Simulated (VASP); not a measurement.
# CdS (P6_3mc) in VASP: relaxation of cell and atoms with LDA

Aim: the relaxation of cell and atoms of CdS with LDA.

All numbers are computed with VASP 6.6.1; they aren't measurements. Logs are shortened: lines on timing, memory, paths and dates and some standing lists are left out, and cuts for length are marked.

### 1 The cell of the first run

It takes space group P6_3mc (No. 186, hexagonal). Conventional cell: a = 4.150 Å, b = 4.150 Å, c = 6.737 Å, α = 90.00°, β = 90.00°, γ = 120.00°. Cd (site symmetry 3m) has 4 S at 2.53 to 2.54 Å within 3.3 Å. Within 3.3 Å of S (site symmetry 3m) lie 4 Cd at 2.53 to 2.54 Å.

### 2 Relaxation of cell and atoms, LDA

File INCAR:

```
PREC = Accurate
ENCUT = 600
EDIFF = 1E-6
ISMEAR = -1
SIGMA = 0.1
LREAL = False
LASPH = True
NELM = 60
ALGO = Normal
ISIF = 3
LWAVE = False
LCHARG = False
GGA = CA
IBRION = 2
NSW = 100
EDIFFG = -0.002
```

File KPOINTS:

```
Automatic mesh
0
Gamma
  12 12 6
```

File POSCAR:

```
CdS
1.0
    4.1500000000      0.0000000000      0.0000000000
   -2.0750000000      3.5940054257      0.0000000000
    0.0000000000      0.0000000000      6.7370000000
Cd S
2 2
Direct
    0.3333333333      0.6666666667      0.0000000000
    0.6666666667      0.3333333333      0.5000000000
    0.3333333333      0.6666666667      0.3750000000
    0.6666666667      0.3333333333      0.8750000000
```

Potentials or basis: VASP PAW LDA potentials, release 64 (Cd, S).

Started as:

```console
$ cat potpaw_LDA.64/Cd/POTCAR potpaw_LDA.64/S/POTCAR > POTCAR
$ mpirun -np 1 vasp_std > vasp.out
```

OUTCAR:

```text
PREC = Accurate
   ENCUT = 600
   EDIFF = 1E-6
   ISMEAR = -1
   LREAL = False
   LASPH = True
   NELM = 60
   ISIF = 3
   GGA = CA
   IBRION = 2
   NSW = 100
   EDIFFG = -0.002

 ion  position               nearest neighbor table
   1  0.333  0.667  0.000-   3 2.53   4 2.54   4 2.54   4 2.54
   2  0.667  0.333  0.500-   4 2.53   3 2.54   3 2.54   3 2.54
   3  0.333  0.667  0.375-   1 2.53   2 2.54   2 2.54   2 2.54
   4  0.667  0.333  0.875-   2 2.53   1 2.54   1 2.54   1 2.54

  LATTYP: Found a hexagonal cell.
 ALAT       =     4.1500000000
 C/A-ratio  =     1.6233734940

  Lattice vectors:

 A1 = (   4.1500000000,   0.0000000000,   0.0000000000)
 A2 = (  -2.0750000000,   3.5940054257,   0.0000000000)
 A3 = (   0.0000000000,   0.0000000000,   6.7370000000)

Analysis of symmetry for initial positions (statically):
=====================================================================
 Subroutine PRICEL returns:
 Original cell was already a primitive cell.

 Routine SETGRP: Setting up the symmetry group for a
 hexagonal supercell.

 Subroutine GETGRP returns: Found 12 space group operations
 (whereof  6 operations were pure point group operations)
 out of a pool of 24 trial point group operations.

The static configuration has the point symmetry C_3v.
 The point group associated with its full space group is C_6v.

Analysis of symmetry for dynamics (positions and initial velocities):
=====================================================================
 Subroutine PRICEL returns:
 Original cell was already a primitive cell.

 Routine SETGRP: Setting up the symmetry group for a
 hexagonal supercell.

 Subroutine GETGRP returns: Found 12 space group operations
 (whereof  6 operations were pure point group operations)
 out of a pool of 24 trial point group operations.

The dynamic configuration has the point symmetry C_3v.
 The point group associated with its full space group is C_6v.

 Subroutine INISYM returns: Found 12 space group operations
 (whereof  6 operations are pure point group operations),
 and found     1 'primitive' translations

----------------------------------------------------------------------------------------

                                     Primitive cell

[... 106 lines left out ...]
   NUPDOWN=      -1.0000    fix difference up-down
   EMIN   =  10.00;   EMAX   =-10.00  energy-range for DOS
   EFERMI =   0.00;   METHOD = LEGACY
   ISMEAR =    -1;   SIGMA  =   0.10  broadening in eV -4-tet -1-fermi 0-gaus
   EFERMI_NEDOS =   21; number of points for ismear=-14 and -15
   IALGO  =     38    algorithm
   IMIX   =      4    mixing-type and parameters
     AMIX     =   0.40;   BMIX     =  1.00
     AMIX_MAG =   1.60;   BMIX_MAG =  1.00
  volume/ion in A,a.u.               =      25.12       169.52
  Fermi-wavevector in a.u.,A,eV,Ry     =   1.162727  2.197236 18.394190  1.351935
  Thomas-Fermi vector in A             =   2.299285
   LORBIT       =      0    0 simple, 1 ext, 2 COOP (PROOUT), +10 PAW based schemes
   GGA     = CA    functional components
   LHFCALC =     F    Hartree Fock is set to
   AEXX    =    0.0000 exact exchange contribution
   IVDW    =     0    specifies the selected vdW correction
   LEPSILON=     F    determine dielectric tensor
   LRPA    =     F    only Hartree local field effects (RPA)
 conjugate gradient relaxation of ions
 non-spin polarized calculation
  energy-cutoff  :      600.00
  volume of cell :      100.48
 maximum number of plane-waves:      3378
 NGX is ok and might be reduce to    36
   NGX = 17   NGY = 17   NGZ = 27

--------------------------------------- Ionic step        1  -------------------------------------------

 number of electron      36.0000008 magnetization

 Free energy of the ion-electron system (eV)
  ---------------------------------------------------
  ext. energy  EPLUGINS =         0.00000000
  ---------------------------------------------------
  free energy    TOTEN  =       -14.78141607 eV

  energy without entropy =      -14.78126842  energy(sigma->0) =      -14.78134225

------------------------ aborting loop because EDIFF is reached ----------------------------------------

  FORCE on cell =-STRESS in cart. coord.  units (eV):
  Direction    XX          YY          ZZ          XY          YZ          ZX
  --------------------------------------------------------------------------------------
  -------------------------------------------------------------------------------------
  Total       -1.8155651     -1.8155651     -1.4318421      0.0000000     -0.0000000      0.0000000
  in kB      -28.9486978    -28.9486978    -22.8303371      0.0000000     -0.0000000      0.0000000
  external PRESSURE =     -26.9092442 kB  Pullay stress =       0.0000000 kB
[... 95 lines left out ...]
  FREE ENERGIE OF THE ION-ELECTRON SYSTEM (eV)
  ---------------------------------------------------
  free  energy   TOTEN  =       -14.8207312193 eV

  energy  without entropy=      -14.8206416240  energy(sigma->0) =      -14.82068642

[... ionic steps 4 to 10 ...]

--------------------------------------- Ionic step       11  -------------------------------------------

 number of electron      35.9999997 magnetization

------------------------ aborting loop because EDIFF is reached ----------------------------------------
[... 71 lines left out ...]
--------------------------------------- Ionic step       13  -------------------------------------------

 number of electron      35.9999997 magnetization

 Free energy of the ion-electron system (eV)
  ---------------------------------------------------
  ext. energy  EPLUGINS =         0.00000000
  ---------------------------------------------------
  free energy    TOTEN  =       -14.82079361 eV

  energy without entropy =      -14.82070331  energy(sigma->0) =      -14.82074846

 E-fermi :   2.0839     XC(G=0):  -9.7247

 val. band max:        1.4097856862   @ k =   0.0000   0.0000   0.0000
 cond. band min:       2.4472945728   @ k =   0.0000   0.0000   0.0000
 fundamental gap:      1.0375088866
 Fermi energy:         2.0839312354

 k-point     1 :       0.0000    0.0000    0.0000
  band No.  band energies     occupation
      1     -11.1543      2.00000
      2     -10.6742      2.00000
      3      -6.4788      2.00000
      4      -6.4673      2.00000
      5      -6.4673      2.00000
      6      -6.3751      2.00000
[... 589 lines left out ...]
     21       6.7305      0.00000
     22       7.1698      0.00000

 [... further k-points ...]
[... 5 lines left out ...]
  --------------------------------------------------------------------------------------
  -------------------------------------------------------------------------------------
  Total        0.0053933      0.0053933     -0.0024573      0.0000000      0.0000000      0.0000000
  in kB        0.0898773      0.0898773     -0.0409495      0.0000000      0.0000000      0.0000000
  external PRESSURE =       0.0462684 kB  Pullay stress =       0.0000000 kB
[... 19 lines left out ...]
  FREE ENERGIE OF THE ION-ELECTRON SYSTEM (eV)
  ---------------------------------------------------
  free  energy   TOTEN  =       -14.8207936094 eV

  energy  without entropy=      -14.8207033098  energy(sigma->0) =      -14.82074846

 reached required accuracy - stopping structural energy minimisation
```

OSZICAR:

```text
N       E                     dE             d eps       ncg     rms          rms(c)
DAV:   1     0.271326765988E+03    0.27133E+03   -0.19172E+04  3344   0.168E+03
DAV:   2     0.368067645096E+00   -0.27096E+03   -0.26401E+03  3692   0.382E+02
DAV:   3    -0.156203825300E+02   -0.15988E+02   -0.15902E+02  4010   0.920E+01
DAV:   4    -0.158085414697E+02   -0.18816E+00   -0.18805E+00  3896   0.100E+01
[... 85 lines left out ...]
       N       E                     dE             d eps       ncg     rms          rms(c)
DAV:   1    -0.148208110164E+02   -0.16508E-04   -0.36779E-04  3584   0.222E-01    0.310E-02
DAV:   2    -0.148207952508E+02    0.15766E-04   -0.44548E-05  3644   0.915E-02    0.115E-02
DAV:   3    -0.148207938077E+02    0.14432E-05   -0.46495E-06  2954   0.201E-02    0.106E-02
DAV:   4    -0.148207936094E+02    0.19824E-06   -0.40889E-07  1726   0.616E-03
  13 F= -.14820794E+02 E0= -.14820748E+02  d E =-.116516E-04
```

Wall time 7.9 min (1 thread of Intel Xeon 6975P-C (Granite Rapids), shared host); peak memory 0.34 GiB.

What came out:

```
Free energy                           : -14.8208 eV
Relaxed volume                        : 24.04 Å³/atom
Relaxed cell                          : a = 4.083 Å, b = 4.083 Å, c = 6.658 Å, α = 90.00°, β = 90.00°, γ = 120.00°
Space group after relaxing (to 0.1 Å) : P6_3mc (No. 186)
Energy gained by relaxing             : 9.8 meV/atom
Ionic steps                           : 13
Pressure after relaxing               : 0.0 GPa
Band gap on the k mesh                : 1.04 eV
```

Step by step:
```tsv
step	energy change (eV)	largest force (eV/Å)	pressure (GPa)	volume (Å³)
1	0.0000	0.0637	-2.69	100.48
2	-0.0332	0.0046	1.23	94.47
3	-0.0393	0.0183	0.02	96.10
4	-0.0393	0.0193	-0.05	96.18
5	-0.0394	0.0008	-0.06	96.20
6	-0.0394	0.0023	-0.06	96.20
7	-0.0394	0.0041	-0.06	96.20
8	-0.0394	0.0026	-0.05	96.20
9	-0.0394	0.0020	-0.05	96.20
10	-0.0394	0.0019	-0.05	96.20
11	-0.0394	0.0013	0.02	96.10
12	-0.0394	0.0015	0.02	96.12
13	-0.0394	0.0017	0.00	96.14
```

Final structure:
```
CELL_PARAMETERS angstrom
4.08335 0.00000 0.00000
-2.04167 3.53628 0.00000
0.00000 0.00000 6.65812
ATOMIC_POSITIONS crystal
Cd 0.33333 0.66667 0.99956
Cd 0.66667 0.33333 0.49956
S 0.33333 0.66667 0.37544
S 0.66667 0.33333 0.87544
```

A k mesh can miss the band edges. LDA usually gives volumes a few per cent too small.
